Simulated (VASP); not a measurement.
A run of VASP 6.6.1 is set up as follows.

Contents of INCAR:

```
SYSTEM = WC
ALGO     = Normal         ! electronic algorithm
EDIFF    = 1E-7           ! SCF threshold, eV
ENCUT    = 520            ! plane-wave cutoff, eV
GGA      = PE             ! functional
ISIF     = 2              ! what is computed and relaxed
ISMEAR   = -1             ! smearing method
LASPH    = .TRUE.         ! aspherical terms in the spheres
LCHARG   = .FALSE.        ! write CHGCAR
LREAL    = .FALSE.        ! projectors in reciprocal space
LWAVE    = .FALSE.        ! write WAVECAR
NBANDS   = 16             ! bands
NELM     = 60             ! most SCF steps
PREC     = Accurate       ! precision mode
SIGMA    = 0.08           ! smearing width, eV
```

KPOINTS

```
k-points
0
G
  14 14 14
  0 0 0
```

Contents of POSCAR:

```
WC
1.0
    2.7275356584      0.0000000000      0.0000000000
    0.0000000000      2.7275356584      0.0000000000
    0.0000000000      0.0000000000      2.7275356584
W C
1 1
Direct
    0.0000000000      0.0000000000      0.0000000000
    0.5000000000      0.5000000000      0.5000000000
```

Potentials or basis: VASP PAW PBE potentials, release 64 (W_sv, C).

Launch:

```sh
$ cat potpaw_PBE.64/W_sv/POTCAR potpaw_PBE.64/C/POTCAR > POTCAR
$ mpirun -np 1 vasp_std > vasp.out
```

**Question.** Predict the pressure.

**Answer.** 1.1 GPa.

**Question.** Predict the band gap on the k mesh.

**Answer.** Zero (bands 9 and 10 overlap by 7.03 eV).

Caveat: spin-orbit coupling is left out, which moves the levels of the heavy elements.
